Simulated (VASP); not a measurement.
# Ti4O in VASP: a series of runs

Ti4O is run at these levels: PBE; tasks: single point.

All numbers are computed with VASP 6.6.1; they aren't measurements. Logs are shortened: lines on timing, memory, paths and dates and some standing lists are left out, and cuts for length are marked.

**1. The cell of the first run**

The cell holds a slab with vacuum, 5 atoms: a = 3.255 Å, b = 3.255 Å, c = 20.179 Å, α = 90.00°, β = 90.00°, γ = 90.00°.

**2. Single point, PBE**

File INCAR:

```
SYSTEM = Ti4O
ALGO     = Normal         ! electronic algorithm
DIPOL    = 0.5 0.5 0.344
EDIFF    = 1E-7           ! SCF threshold, eV
ENCUT    = 520            ! plane-wave cutoff, eV
GGA      = PE             ! functional
IDIPOL   = 3            
ISIF     = 2              ! what is computed and relaxed
ISMEAR   = 0              ! smearing method
LASPH    = .TRUE.         ! aspherical terms in the spheres
LCHARG   = .FALSE.        ! write CHGCAR
LDIPOL   = .TRUE.       
LREAL    = .FALSE.        ! projectors in reciprocal space
LWAVE    = .FALSE.        ! write WAVECAR
NBANDS   = 35             ! bands
NELM     = 60             ! most SCF steps
PREC     = Accurate       ! precision mode
SIGMA    = 0.1            ! smearing width, eV
```

File KPOINTS:

```
k-points
0
G
  8 8 1
  0 0 0
```

File POSCAR:

```
Ti4O
1.0
    3.2553359278      0.0000000000      0.0000000000
    0.0000000000      3.2553359278      0.0000000000
    0.0000000000      0.0000000000     20.1793674396
Ti O
4 1
Direct
    0.5000000000      0.5000000000      0.1982222690
    0.0000000000      0.0000000000      0.2788822782
    0.5000000000      0.5000000000      0.3551865237
    0.0000000000      0.0000000000      0.4301109767
    0.2500000000      0.5000000000      0.4581916309
```

Potentials or basis: VASP PAW PBE potentials, release 64 (Ti_sv, O).

The run is started by

```console
cat potpaw_PBE.64/Ti_sv/POTCAR potpaw_PBE.64/O/POTCAR > POTCAR
mpirun -np 1 vasp_std > vasp.out
```

OUTCAR:

```text
SYSTEM = Ti4O
   EDIFF = 1E-7
   ENCUT = 520
   GGA = PE
   ISIF = 2
   ISMEAR = 0
   LASPH = .TRUE.
   LREAL = .FALSE.
   NELM = 60
   PREC = Accurate

 ion  position               nearest neighbor table
   1  0.500  0.500  0.198-   2 2.82   2 2.82   2 2.82   2 2.82
   2  0.000  0.000  0.279-   3 2.77   3 2.77   3 2.77   3 2.77   1 2.82   1 2.82   1 2.82   1 2.82

   3  0.500  0.500  0.355-   5 2.23   4 2.75   4 2.75   4 2.75   4 2.75   2 2.77   2 2.77   2 2.77
                             2 2.77
   4  0.000  0.000  0.430-   5 1.91   5 1.91   3 2.75   3 2.75   3 2.75   3 2.75
   5  0.250  0.500  0.458-   4 1.91   4 1.91   3 2.23

  LATTYP: Found a simple tetragonal cell.
 ALAT       =     3.2553359278
 C/A-ratio  =     6.1988587007

  Lattice vectors:

 A1 = (   3.2553359278,   0.0000000000,   0.0000000000)
 A2 = (   0.0000000000,   3.2553359278,   0.0000000000)
 A3 = (   0.0000000000,   0.0000000000,  20.1793674396)

Analysis of symmetry for initial positions (statically):
=====================================================================
 Subroutine PRICEL returns:
 Original cell was already a primitive cell.

 Routine SETGRP: Setting up the symmetry group for a
 simple tetragonal supercell.

 Subroutine GETGRP returns: Found  2 space group operations
 (whereof  2 operations were pure point group operations)
 out of a pool of 16 trial point group operations.

The static configuration has the point symmetry C_1h.

Analysis of symmetry for dynamics (positions and initial velocities):
=====================================================================
 Subroutine PRICEL returns:
 Original cell was already a primitive cell.

 Routine SETGRP: Setting up the symmetry group for a
 simple tetragonal supercell.

 Subroutine GETGRP returns: Found  2 space group operations
 (whereof  2 operations were pure point group operations)
 out of a pool of 16 trial point group operations.

The dynamic configuration has the point symmetry C_1h.

 Subroutine INISYM returns: Found  2 space group operations
 (whereof  2 operations are pure point group operations),
 and found     1 'primitive' translations

----------------------------------------------------------------------------------------

                                     Primitive cell

  volume of cell :     213.8450

  direct lattice vectors                    reciprocal lattice vectors
     3.255335928  0.000000000  0.000000000     0.307187959  0.000000000  0.000000000
     0.000000000  3.255335928  0.000000000     0.000000000  0.307187959  0.000000000
     0.000000000  0.000000000 20.179367440     0.000000000  0.000000000  0.049555567

  length of vectors
     3.255335928  3.255335928 20.179367440     0.307187959  0.307187959  0.049555567

  position of ions in fractional coordinates (direct lattice)
     0.500000000  0.500000000  0.198222269
     0.000000000  0.000000000  0.278882278
     0.500000000  0.500000000  0.355186524
     0.000000000  0.000000000  0.430110977
     0.250000000  0.500000000  0.458191631

  ion indices of the primitive-cell ions
   primitive index   ion index
                 1           1
                 2           2
                 3           3
                 4           4
                 5           5

----------------------------------------------------------------------------------------

 KPOINTS: k-points

Automatic generation of k-mesh.
 Grid dimensions read from file:
 generate k-points for:    8    8    1

 Generating k-lattice:

  Cartesian coordinates                     Fractional coordinates (reciprocal lattice)
     0.038398495  0.000000000  0.000000000     0.125000000  0.000000000  0.000000000
     0.000000000  0.038398495  0.000000000     0.000000000  0.125000000  0.000000000
     0.000000000  0.000000000  0.049555567     0.000000000  0.000000000  1.000000000

  Length of vectors
     0.038398495  0.038398495  0.049555567

  Shift w.r.t. Gamma in fractional coordinates (k-lattice)
     0.000000000  0.000000000  0.000000000

 Subroutine IBZKPT returns following result:
 ===========================================

 Found     25 irreducible k-points:

 Following reciprocal coordinates:
            Coordinates               Weight
  0.000000  0.000000  0.000000      1.000000
  0.125000  0.000000  0.000000      2.000000
  0.000000  0.125000  0.000000      2.000000
  0.250000  0.000000  0.000000      2.000000
  0.000000  0.250000  0.000000      2.000000
  0.375000  0.000000  0.000000      2.000000
[... 16 lines left out ...]
  0.500000  0.375000  0.000000      2.000000
 -0.375000  0.500000  0.000000      2.000000
   k-points           NKPTS =     25   k-points in BZ     NKDIM =     25   number of bands    NBANDS=     35
   number of dos      NEDOS =    301   number of ions     NIONS =      5
   total plane-waves  NPLWV =  86400
   dimension x,y,z NGX =    24 NGY =   24 NGZ =  150
   dimension x,y,z NGXF=    48 NGYF=   48 NGZF=  300
   ions per type =               4   1
   NGX,Y,Z   is equivalent  to a cutoff of  12.26, 12.26, 12.36 a.u.
   NGXF,Y,Z  is equivalent  to a cutoff of  24.51, 24.51, 24.72 a.u.
 SYSTEM =  Ti4O
   PREC   = accura    normal or accurate (medium, high low for compatibility)
   ISTART =      0    job   : 0-new  1-cont  2-samecut
   ICHARG =      2    charge: 1-file 2-atom 10-const
   ISPIN  =      1    spin polarized calculation?
   LNONCOLLINEAR =      F non collinear calculations
   LSORBIT =      F    spin-orbit coupling
   LASPH  =      T    aspherical Exc in radial PAW
   ENCUT  =  520.0 eV  38.22 Ry    6.18 a.u.   6.05  6.05 37.52*2*pi/ulx,y,z
   NELM   =     60;   NELMIN=  2; NELMDL= -5     # of ELM steps
   EDIFF  = 0.1E-06   stopping-criterion for ELM
   LREAL  =      F    real-space projection
   EDIFFG = 0.1E-05   stopping-criterion for IOM
   NSW    =      0    number of steps for IOM
   IBRION =     -1    ionic relax: 0-MD 1-quasi-New 2-CG
   NFREE  =      0    steps in history (QN), initial steepest desc. (CG)
   ISIF   =      2    stress and relaxation
   ISYM   =      2    0-nonsym 1-usesym 2-fastsym
   POTIM  = 0.5000    time-step for ionic-motion
   TEBEG  =    0.0;   TEEND  =   0.0 temperature during run
   PSTRESS=    0.0 pullay stress
   NELECT =      54.0000    total number of electrons
   NUPDOWN=      -1.0000    fix difference up-down
   EMIN   =  10.00;   EMAX   =-10.00  energy-range for DOS
   EFERMI =   0.00;   METHOD = LEGACY
   ISMEAR =     0;   SIGMA  =   0.10  broadening in eV -4-tet -1-fermi 0-gaus
   EFERMI_NEDOS =   21; number of points for ismear=-14 and -15
   IALGO  =     38    algorithm
   IMIX   =      4    mixing-type and parameters
     AMIX     =   0.40;   BMIX     =  1.00
     AMIX_MAG =   1.60;   BMIX_MAG =  1.00
  volume/ion in A,a.u.               =      42.77       288.62
  Fermi-wavevector in a.u.,A,eV,Ry     =   1.034760  1.955413 14.568147  1.070729
  Thomas-Fermi vector in A             =   2.169071
   LORBIT       =      0    0 simple, 1 ext, 2 COOP (PROOUT), +10 PAW based schemes
   GGA     = PE    functional components
   LHFCALC =     F    Hartree Fock is set to
   AEXX    =    0.0000 exact exchange contribution
   IVDW    =     0    specifies the selected vdW correction
   LEPSILON=     F    determine dielectric tensor
   LRPA    =     F    only Hartree local field effects (RPA)
 non-spin polarized calculation
 Gauss-broadening in eV      SIGMA  =   0.10
  energy-cutoff  :      520.00
  volume of cell :      213.85
 maximum number of plane-waves:      5808
   NGX = 13   NGY = 13   NGZ = 75

 dipolmoment           0.000000      0.000000     -0.001395 electrons x Angstroem

 number of electron      54.0000019 magnetization

 dipolmoment           0.000000      0.000000      0.007438 electrons x Angstroem

 Free energy of the ion-electron system (eV)
  ---------------------------------------------------
  ext. energy  EPLUGINS =         0.00000000
  ---------------------------------------------------
  free energy    TOTEN  =       -38.77023517 eV

  energy without entropy =      -38.72169139  energy(sigma->0) =      -38.74596328

 E-fermi :   0.8212     XC(G=0):  -4.9014

 val. band max:        0.8203651609   @ k =   0.2500   0.1250   0.0000
 cond. band min:       0.8301621094   @ k =   0.5000   0.2500   0.0000
 fundamental gap:      0.0097969485
 Fermi energy:         0.8211895545

 k-point     1 :       0.0000    0.0000    0.0000
  band No.  band energies     occupation
      1     -56.4165      2.00000
      2     -56.1926      2.00000
      3     -55.5589      2.00000
      4     -55.3964      2.00000
      5     -32.7967      2.00000
      6     -32.7301      2.00000
[... 27 lines left out ...]
     34       2.3726      0.00000
     35       2.7764      0.00000

 k-point     2 :       0.1250    0.0000    0.0000
  band No.  band energies     occupation
      1     -56.4140      2.00000
      2     -56.1906      2.00000
      3     -55.5540      2.00000
      4     -55.3999      2.00000
      5     -32.7917      2.00000
      6     -32.7543      2.00000
[... 27 lines left out ...]
     34       2.3423      0.00000
     35       2.9501      0.00000

 k-point     3 :       0.0000    0.1250    0.0000
  band No.  band energies     occupation
      1     -56.4133      2.00000
      2     -56.1906      2.00000
      3     -55.5540      2.00000
      4     -55.3999      2.00000
      5     -32.8489      2.00000
      6     -32.7195      2.00000
[... 27 lines left out ...]
     34       2.5993      0.00000
     35       2.7490      0.00000
[... 723 lines left out ...]
 k-point    23 :       0.5000    0.3750    0.0000
  band No.  band energies     occupation
      1     -56.3857      2.00000
      2     -56.1703      2.00000
      3     -55.5087      2.00000
      4     -55.4192      2.00000
      5     -33.0342      2.00000
      6     -32.8432      2.00000
[... 27 lines left out ...]
     34       2.8972      0.00000
     35       3.0589      0.00000

 k-point    24 :      -0.3750    0.5000    0.0000
  band No.  band energies     occupation
      1     -56.3850      2.00000
      2     -56.1703      2.00000
      3     -55.5087      2.00000
      4     -55.4192      2.00000
      5     -33.0775      2.00000
      6     -32.8186      2.00000
[... 27 lines left out ...]
     34       2.7317      0.00000
     35       2.8043      0.00000

 [... further k-points ...]

------------------------ aborting loop because EDIFF is reached ----------------------------------------

 vacuum level on the upper side and lower side of the slab       (xc-potential included)        -0.083        -0.249

  FORCE on cell =-STRESS in cart. coord.  units (eV):
  Direction    XX          YY          ZZ          XY          YZ          ZX
  --------------------------------------------------------------------------------------
  -------------------------------------------------------------------------------------
  Total       -0.5236768     -1.1896928     -0.1861518      0.0000000      0.0000000      1.2039064
  in kB       -3.9235102     -8.9134587     -1.3946927      0.0000000      0.0000000      9.0199502
  external PRESSURE =      -4.7438872 kB  Pullay stress =       0.0000000 kB

 VOLUME and BASIS-vectors are now :
 -----------------------------------------------------------------------------
  energy-cutoff  :      520.00
  volume of cell :      213.85
      direct lattice vectors                 reciprocal lattice vectors
     3.255335928  0.000000000  0.000000000     0.307187959  0.000000000  0.000000000
     0.000000000  3.255335928  0.000000000     0.000000000  0.307187959  0.000000000
     0.000000000  0.000000000 20.179367440     0.000000000  0.000000000  0.049555567

 POSITION                                       TOTAL-FORCE (eV/Angst)
 -----------------------------------------------------------------------------------
      1.62767      1.62767      4.00000        -0.057766      0.000000      0.510351
      0.00000      0.00000      5.62767         0.134379      0.000000     -0.308464
      1.62767      1.62767      7.16744        -0.704995      0.000000     -0.852249
      0.00000      0.00000      8.67937         0.137838      0.000000      0.616720
      0.81383      1.62767      9.24602         0.490544      0.000000      0.033642
 -----------------------------------------------------------------------------------
    total drift:                                0.000013      0.000000     -0.000210

  FREE ENERGIE OF THE ION-ELECTRON SYSTEM (eV)
  ---------------------------------------------------
  free  energy   TOTEN  =       -38.7702351689 eV

  energy  without entropy=      -38.7216913855  energy(sigma->0) =      -38.74596328

 vacuum level on the upper side and lower side of the slab         4.043         3.870
```

Run time: 3 min. Hardware: 1 thread of Intel Xeon 6975P-C (Granite Rapids), shared host; peak memory 0.36 GiB.

Results:

```yaml
Free_energy: -38.7702 eV
Largest_force: 1.106 eV/Å
Band_gap_on_the_k_mesh: zero (band 27 reaches 1.26 eV, above the bottom of band 28 at 0.56 eV)
```

Forces on the atoms (eV/Å):
```
Ti  -0.058  0.000  0.510
Ti   0.134  0.000 -0.308
Ti  -0.705  0.000 -0.852
Ti   0.138  0.000  0.617
O    0.491  0.000  0.034
```

**3. Single point, PBE**

File INCAR:

```
SYSTEM = Ti4O
ALGO = Normal ; DIPOL = 0.5 0.5 0.354
EDIFF = 1E-6 ; ENCUT = 520
GGA = PE ; IDIPOL = 3
ISIF = 2 ; ISMEAR = 0
LASPH = .TRUE. ; LCHARG = .FALSE.
LDIPOL = .TRUE. ; LREAL = .FALSE.
LWAVE = .FALSE. ; NBANDS = 35
NELM = 60 ; PREC = Accurate
SIGMA = 0.1
```

KPOINTS is that of step 2.

Changes to POSCAR since step 2:

```diff
@@ -12,2 +12,2 @@
     0.0000000000      0.0000000000      0.4301109767
-    0.2500000000      0.5000000000      0.4581916309
+    0.0000000000      0.1250000000      0.5078611129
```

Potentials or basis: VASP PAW PBE potentials, release 64 (Ti_sv, O).

The run is started by

```console
cat potpaw_PBE.64/Ti_sv/POTCAR potpaw_PBE.64/O/POTCAR > POTCAR
mpirun -np 1 vasp_std > vasp.out
```

It took 2.5 min on 1 thread of Intel Xeon 6975P-C (Granite Rapids), shared host; peak memory 0.37 GiB.

The run converged. Its results:

| Property | Result |
| --- | --- |
| Free energy | -36.1682 eV |
| Largest force | 1.725 eV/Å |
| Band gap on the k mesh | zero (band 27 reaches -0.73 eV, above the bottom of band 28 at -1.39 eV) |

Forces on the atoms (eV/Å):
```
Ti   0.000 -0.067  0.665
Ti   0.000  0.167 -0.722
Ti   0.000 -0.082 -1.723
Ti   0.000 -0.622  1.391
O    0.000  0.604  0.389
```

Levels at points of the mesh, in eV from the Fermi level:
```
           k point  band 24  band 25  band 26  band 27  band 28  band 29  band 30  band 31
(0.00, 0.00, 0.00)    -1.81    -0.88    -0.62     0.22     0.86     0.89     0.90     1.04
(0.50, 0.00, 0.00)    -1.23    -0.21    -0.18    -0.01     0.01     0.92     0.98     1.22
(0.00, 0.50, 0.00)    -1.55    -0.24    -0.18    -0.03     0.02     0.90     1.07     1.10
(0.50, 0.50, 0.00)    -0.66    -0.62    -0.45    -0.40    -0.39     0.25     0.27     1.92
```
